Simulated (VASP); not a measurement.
# TiS2 (P-3m1) in VASP: relaxation of cell and atoms with r2SCAN

Aim: the relaxation of cell and atoms of TiS2 with r2SCAN.

Program: VASP 6.6.1. These are calculated values, not measurements. Logs are shortened: lines on timing, memory, paths and dates and some standing lists are left out, and cuts for length are marked.

**1. The cell of the first run**

Symmetry: P-3m1, No. 164, trigonal system. The conventional cell has a = 3.412 Å, b = 3.412 Å, c = 5.695 Å, α = 90.00°, β = 90.00°, γ = 120.00°. Ti (site symmetry -3m) has 6 S at 2.43 Å within 3.2 Å. Within 3.2 Å of S (site symmetry 3m) lie 3 Ti at 2.43 Å.

**2. Relaxation of cell and atoms, r2SCAN**

POSCAR reads:

```
TiS2
1.0
    3.4120005726      0.0000000000      0.0000000000
   -1.7060002863      2.9548791736      0.0000000000
    0.0000000000      0.0000000000      5.6950000000
Ti S
1 2
Direct
    0.0000000000      0.0000000000      0.0000000000
    0.3333333333      0.6666666667      0.2500000000
    0.6666666667      0.3333333333      0.7500000000
```

INCAR.step1 reads:

```
SYSTEM = TiS2
ALGO = Normal ; EDIFF = 1E-5
EDIFFG = -0.005 ; ENCUT = 550
GGA = PE ; GGA_COMPAT = .False.
IBRION = 2 ; ISIF = 3
ISMEAR = 0 ; LASPH = .True.
LCHARG = .False. ; LREAL = .False.
LWAVE = .True. ; NELM = 120
NELMIN = 4 ; NSW = 100
PREC = Accurate ; SIGMA = 0.01
```

INCAR.step2 reads:

```
SYSTEM = TiS2
ALGO = Normal ; EDIFF = 1E-7
EDIFFG = -0.01 ; ENCUT = 550
GGA_COMPAT = .False. ; IBRION = 2
ISIF = 3 ; ISMEAR = 0
ISTART = 1 ; LASPH = .True.
LCHARG = .False. ; LMIXTAU = .True.
LREAL = .False. ; LWAVE = .False.
METAGGA = R2SCAN ; NELM = 120
NELMIN = 4 ; NSW = 100
PREC = Accurate ; SIGMA = 0.01
```

KPOINTS reads:

```
k-points
0
Gamma
  12 12 6
  0 0 0
```

Potentials or basis: VASP PAW PBE potentials, release 64 (Ti_sv, S).

On the command line:

```
$ cat potpaw_PBE.64/Ti_sv/POTCAR potpaw_PBE.64/S/POTCAR > POTCAR
$ cp INCAR.step1 INCAR
$ mpirun -np 1 vasp_std > vasp.out
$ cp INCAR.step2 INCAR
$ mpirun -np 1 vasp_std > vasp.out
```

OUTCAR:

```text
SYSTEM = TiS2
   EDIFF = 1E-7
   EDIFFG = -0.01
   ENCUT = 550
   IBRION = 2
   ISIF = 3
   ISMEAR = 0
   ISTART = 1
   LASPH = .True.
   LREAL = .False.
   METAGGA = R2SCAN
   NELM = 120
   NELMIN = 4
   NSW = 100
   PREC = Accurate

 ion  position               nearest neighbor table
   1  0.000  0.000  0.000-   2 2.43   3 2.43   3 2.43   2 2.43   3 2.43   2 2.43
   2  0.333  0.667  0.250-   1 2.43   1 2.43   1 2.43
   3  0.667  0.333  0.750-   1 2.43   1 2.43   1 2.43

  LATTYP: Found a hexagonal cell.
 ALAT       =     3.4120005726
 C/A-ratio  =     1.6691087469

  Lattice vectors:

 A1 = (   3.4120005726,   0.0000000000,   0.0000000000)
 A2 = (  -1.7060002863,   2.9548791736,   0.0000000000)
 A3 = (   0.0000000000,   0.0000000000,   5.6950000000)

Analysis of symmetry for initial positions (statically):
=====================================================================
 Subroutine PRICEL returns:
 Original cell was already a primitive cell.

 Routine SETGRP: Setting up the symmetry group for a
 hexagonal supercell.

 Subroutine GETGRP returns: Found 12 space group operations
 (whereof 12 operations were pure point group operations)
 out of a pool of 24 trial point group operations.

The static configuration has the point symmetry D_3d.

Analysis of symmetry for dynamics (positions and initial velocities):
=====================================================================
 Subroutine PRICEL returns:
 Original cell was already a primitive cell.

 Routine SETGRP: Setting up the symmetry group for a
 hexagonal supercell.

 Subroutine GETGRP returns: Found 12 space group operations
 (whereof 12 operations were pure point group operations)
 out of a pool of 24 trial point group operations.

The dynamic configuration has the point symmetry D_3d.

 Subroutine INISYM returns: Found 12 space group operations
 (whereof 12 operations are pure point group operations),
 and found     1 'primitive' translations

----------------------------------------------------------------------------------------

                                     Primitive cell

  volume of cell :      57.4173

  direct lattice vectors                    reciprocal lattice vectors
     3.412000573  0.000000000  0.000000000     0.293083186  0.169211657  0.000000000
    -1.706000286  2.954879174  0.000000000     0.000000000  0.338423313  0.000000000
     0.000000000  0.000000000  5.695000000     0.000000000  0.000000000  0.175592625

  length of vectors
     3.412000573  3.412000573  5.695000000     0.338423313  0.338423313  0.175592625

  position of ions in fractional coordinates (direct lattice)
     0.000000000  0.000000000  0.000000000
     0.333333333  0.666666667  0.250000000
     0.666666667  0.333333333  0.750000000

  ion indices of the primitive-cell ions
   primitive index   ion index
                 1           1
                 2           2
                 3           3

----------------------------------------------------------------------------------------

 KPOINTS: k-points

Automatic generation of k-mesh.
 Grid dimensions read from file:
 generate k-points for:   12   12    6

 Generating k-lattice:

  Cartesian coordinates                     Fractional coordinates (reciprocal lattice)
     0.024423599  0.014100971  0.000000000     0.083333333  0.000000000  0.000000000
     0.000000000  0.028201943  0.000000000     0.000000000  0.083333333  0.000000000
     0.000000000  0.000000000  0.029265438     0.000000000  0.000000000  0.166666667

  Length of vectors
     0.028201943  0.028201943  0.029265438

  Shift w.r.t. Gamma in fractional coordinates (k-lattice)
     0.000000000  0.000000000  0.000000000

 Subroutine IBZKPT returns following result:
 ===========================================

 Found    100 irreducible k-points:

 Following reciprocal coordinates:
            Coordinates               Weight
  0.000000  0.000000  0.000000      1.000000
  0.083333  0.000000  0.000000      6.000000
  0.166667  0.000000  0.000000      6.000000
  0.250000  0.000000  0.000000      6.000000
  0.333333  0.000000  0.000000      6.000000
  0.416667  0.000000  0.000000      6.000000
[... 16 lines left out ...]
  0.166667  0.000000  0.166667      6.000000
  0.000000  0.166667  0.166667      6.000000
 [... further k-points ...]
   k-points           NKPTS =    100   k-points in BZ     NKDIM =    100   number of bands    NBANDS=     16
   number of dos      NEDOS =    301   number of ions     NIONS =      3
   total plane-waves  NPLWV =  37632
   dimension x,y,z NGX =    28 NGY =   28 NGZ =   48
   dimension x,y,z NGXF=    56 NGYF=   56 NGZF=   96
   ions per type =               1   2
   NGX,Y,Z   is equivalent  to a cutoff of  13.64, 13.64, 14.01 a.u.
   NGXF,Y,Z  is equivalent  to a cutoff of  27.29, 27.29, 28.02 a.u.
 SYSTEM =  TiS2
   PREC   = accura    normal or accurate (medium, high low for compatibility)
   ISTART =      1    job   : 0-new  1-cont  2-samecut
   ICHARG =      0    charge: 1-file 2-atom 10-const
   ISPIN  =      1    spin polarized calculation?
   LNONCOLLINEAR =      F non collinear calculations
   LSORBIT =      F    spin-orbit coupling
   LASPH  =      T    aspherical Exc in radial PAW
   ENCUT  =  550.0 eV  40.42 Ry    6.36 a.u.   6.52  6.52 10.89*2*pi/ulx,y,z
   NELM   =    120;   NELMIN=  4; NELMDL=  0     # of ELM steps
   EDIFF  = 0.1E-06   stopping-criterion for ELM
   LREAL  =      F    real-space projection
   EDIFFG = -.1E-01   stopping-criterion for IOM
   NSW    =    100    number of steps for IOM
   IBRION =      2    ionic relax: 0-MD 1-quasi-New 2-CG
   NFREE  =      1    steps in history (QN), initial steepest desc. (CG)
   ISIF   =      3    stress and relaxation
   ISYM   =      2    0-nonsym 1-usesym 2-fastsym
   POTIM  = 0.5000    time-step for ionic-motion
   TEBEG  =    0.0;   TEEND  =   0.0 temperature during run
   PSTRESS=    0.0 pullay stress
   NELECT =      24.0000    total number of electrons
   NUPDOWN=      -1.0000    fix difference up-down
   EMIN   =  10.00;   EMAX   =-10.00  energy-range for DOS
   EFERMI =   0.00;   METHOD = LEGACY
   ISMEAR =     0;   SIGMA  =   0.01  broadening in eV -4-tet -1-fermi 0-gaus
   EFERMI_NEDOS =   21; number of points for ismear=-14 and -15
   IALGO  =     38    algorithm
   IMIX   =      4    mixing-type and parameters
     AMIX     =   0.40;   BMIX     =  1.00
     AMIX_MAG =   1.60;   BMIX_MAG =  1.00
  volume/ion in A,a.u.               =      19.14       129.16
  Fermi-wavevector in a.u.,A,eV,Ry     =   1.224046  2.313111 20.385453  1.498289
  Thomas-Fermi vector in A             =   2.359135
   LORBIT       =      0    0 simple, 1 ext, 2 COOP (PROOUT), +10 PAW based schemes
   METAGGA = R2SCAN    functional components
   LHFCALC =     F    Hartree Fock is set to
   AEXX    =    0.0000 exact exchange contribution
   IVDW    =     0    specifies the selected vdW correction
   LEPSILON=     F    determine dielectric tensor
   LRPA    =     F    only Hartree local field effects (RPA)
 conjugate gradient relaxation of ions
 non-spin polarized calculation
 Gauss-broadening in eV      SIGMA  =   0.01
  energy-cutoff  :      550.00
  volume of cell :       57.42
 maximum number of plane-waves:      1714
 NGX is ok and might be reduce to    28
   NGX = 13   NGY = 13   NGZ = 21

--------------------------------------- Ionic step        1  -------------------------------------------

 number of electron      23.9999999 magnetization

 Free energy of the ion-electron system (eV)
  ---------------------------------------------------
  ext. energy  EPLUGINS =         0.00000000
  ---------------------------------------------------
  free energy    TOTEN  =       -33.46876746 eV

  energy without entropy =      -33.46876746  energy(sigma->0) =      -33.46876746

------------------------ aborting loop because EDIFF is reached ----------------------------------------

  FORCE on cell =-STRESS in cart. coord.  units (eV):
  Direction    XX          YY          ZZ          XY          YZ          ZX
  --------------------------------------------------------------------------------------
  -------------------------------------------------------------------------------------
  Total        0.0540181      0.0540181     -0.1792792      0.0000000      0.0000000     -0.0000000
  in kB        1.5073271      1.5073271     -5.0026256      0.0000000      0.0000000     -0.0000000
  external PRESSURE =      -0.6626571 kB  Pullay stress =       0.0000000 kB
[... 92 lines left out ...]
  FREE ENERGIE OF THE ION-ELECTRON SYSTEM (eV)
  ---------------------------------------------------
  free  energy   TOTEN  =       -33.4744179459 eV

  energy  without entropy=      -33.4744179459  energy(sigma->0) =      -33.47441795

[... ionic steps 4 to 9 ...]

--------------------------------------- Ionic step       10  -------------------------------------------

 number of electron      23.9999995 magnetization

------------------------ aborting loop because EDIFF is reached ----------------------------------------

  FORCE on cell =-STRESS in cart. coord.  units (eV):
  Direction    XX          YY          ZZ          XY          YZ          ZX
  --------------------------------------------------------------------------------------
  -------------------------------------------------------------------------------------
  Total       -0.1174081     -0.1174081     -0.0011756      0.0000000      0.0000000      0.0000000
  in kB       -3.0967258     -3.0967258     -0.0310068      0.0000000      0.0000000      0.0000000
  external PRESSURE =      -2.0748195 kB  Pullay stress =       0.0000000 kB
[... 59 lines left out ...]
  energy  without entropy=      -33.4888107461  energy(sigma->0) =      -33.48881075

--------------------------------------- Ionic step       12  -------------------------------------------

 number of electron      23.9999994 magnetization

 Free energy of the ion-electron system (eV)
  ---------------------------------------------------
  ext. energy  EPLUGINS =         0.00000000
  ---------------------------------------------------
  free energy    TOTEN  =       -33.48883677 eV

  energy without entropy =      -33.48883677  energy(sigma->0) =      -33.48883677

 E-fermi :   4.8111     XC(G=0): -10.2891

 val. band max:        4.6328112212   @ k =   0.0000   0.0000   0.0000
 cond. band min:       4.8739509825   @ k =   0.5000   0.0000   0.5000
 fundamental gap:      0.2411397613
 Fermi energy:         4.8110887291

 k-point     1 :       0.0000    0.0000    0.0000
  band No.  band energies     occupation
      1     -55.4432      2.00000
      2     -30.6189      2.00000
      3     -30.5728      2.00000
      4     -30.5728      2.00000
      5      -9.5970      2.00000
      6      -8.0177      2.00000
[... 8 lines left out ...]
     15       5.8690      0.00000
     16       8.4024      0.00000
[... 420 lines left out ...]
  band No.  band energies     occupation
      1     -55.4404      2.00000
      2     -30.6127      2.00000
      3     -30.6045      2.00000
      4     -30.5800      2.00000
      5      -9.2376      2.00000
      6      -8.0135      2.00000
[... 8 lines left out ...]
     15       6.4592      0.00000
     16       7.8712      0.00000

 [... further k-points ...]

------------------------ aborting loop because EDIFF is reached ----------------------------------------

  FORCE on cell =-STRESS in cart. coord.  units (eV):
  Direction    XX          YY          ZZ          XY          YZ          ZX
  --------------------------------------------------------------------------------------
  -------------------------------------------------------------------------------------
  Total        0.0025783      0.0025783     -0.0000626      0.0000000      0.0000000      0.0000000
  in kB        0.0681457      0.0681457     -0.0016535      0.0000000      0.0000000      0.0000000
  external PRESSURE =       0.0448793 kB  Pullay stress =       0.0000000 kB
[... 18 lines left out ...]
  FREE ENERGIE OF THE ION-ELECTRON SYSTEM (eV)
  ---------------------------------------------------
  free  energy   TOTEN  =       -33.4888367748 eV

  energy  without entropy=      -33.4888367748  energy(sigma->0) =      -33.48883677

 reached required accuracy - stopping structural energy minimisation
```

Run time: 39 min. Hardware: 1 thread of Intel Xeon 6975P-C (Granite Rapids), shared host; peak memory 0.27 GiB.

Results:

```
Free energy                           : -33.4888 eV
Relaxed volume                        : 20.21 Å³/atom
Relaxed cell                          : a = 3.427 Å, b = 3.427 Å, c = 5.960 Å, α = 90.00°, β = 90.00°, γ = 120.00°
Space group after relaxing (to 0.1 Å) : P-3m1 (No. 164)
Energy gained by relaxing             : 6.7 meV/atom
Ionic steps                           : 12
Pressure after relaxing               : 0.0 GPa
Largest force after relaxing          : 0.005 eV/Å
Band gap on the k mesh                : 0.24 eV (least direct gap 0.66 eV)
```

Forces in eV/Å, atoms in the order of the input:
```
Ti   0.000  0.000  0.000
S    0.000  0.000  0.005
S    0.000  0.000 -0.005
```

The path:
| step | energy change (eV) | largest force (eV/Å) | pressure (GPa) | volume (Å³) |
| --- | --- | --- | --- | --- |
| 1 | 0.0000 | 0.3081 | -0.07 | 57.42 |
| 2 | -0.0056 | 0.0688 | 0.98 | 57.35 |
| 3 | -0.0057 | 0.0344 | 1.13 | 57.34 |
| 4 | -0.0097 | 0.0417 | 0.47 | 58.02 |
| 5 | -0.0112 | 0.0518 | -0.34 | 58.91 |
| 6 | -0.0143 | 0.0198 | -0.24 | 59.24 |
| 7 | -0.0189 | 0.0763 | 0.18 | 60.23 |
| 8 | -0.0191 | 0.0961 | 0.28 | 60.45 |
| 9 | -0.0191 | 0.0941 | -0.69 | 61.05 |
| 10 | -0.0199 | 0.0023 | -0.21 | 60.74 |
| 11 | -0.0200 | 0.0052 | 0.08 | 60.57 |
| 12 | -0.0201 | 0.0047 | 0.00 | 60.62 |

Final structure:
```
Ti S
1.0
     3.42703    0.00000    0.00000
    -1.71352    2.96790    0.00000
     0.00000    0.00000    5.95979
Ti S
1 2
Direct
  0.00000 0.00000 0.00000
  0.33333 0.66667 0.23514
  0.66667 0.33333 0.76486
```

Caveat: the PAW data sets were made with another functional, which shifts forces and pressure a little. A k mesh can miss the band edges.
